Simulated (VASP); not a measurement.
TePb, 2 atoms in the cell. Symmetry: Fm-3m, No. 225, cubic system. The conventional cell has a = 6.462 Å, b = 6.462 Å, c = 6.462 Å, α = 90.00°, β = 90.00°, γ = 90.00°. Pb (site symmetry m-3m) has 6 Te at 3.23 Å within 4.3 Å. Within 4.3 Å of Te (site symmetry m-3m) lie 6 Pb at 3.23 Å. 

| Quantity | Value |
| --- | --- |
| Program | VASP 6.6.1 |
| Task | relaxation of cell and atoms |
| Functional | BLYP |
| Dispersion | D4 |
| Potentials or basis | VASP PAW PBE potentials, release 64 (Pb_d, Te) |
| Cutoff | 600 eV |
| k mesh | 7 × 7 × 7 |
| Occupations | fermi-dirac, width 0.05 eV |
| Spin | no spin polarisation |
| Dipole correction | no |
| Further INCAR settings | ALGO = Normal; EDIFF = 1e-07; IBRION = 2; EDIFFG = -0.01; NSW = 60; ISIF = 3 |

Potentials or basis: VASP PAW PBE potentials, release 64 (Pb_d, Te).

The run is started by

```bash
$ cat potpaw_PBE.64/Pb_d/POTCAR potpaw_PBE.64/Te/POTCAR > POTCAR
$ mpirun -np 1 vasp_std > vasp.out
```

Hardware: 1 thread of Intel Xeon 8259CL, on a shared host.

Q: Estimate the wall time of this run.

A: Wall time 9.7 min on 1 thread of Intel Xeon 8259CL (shared host), peak memory 0.22 GiB. Counts: scf iterations 72, k points 20, ion steps 8.
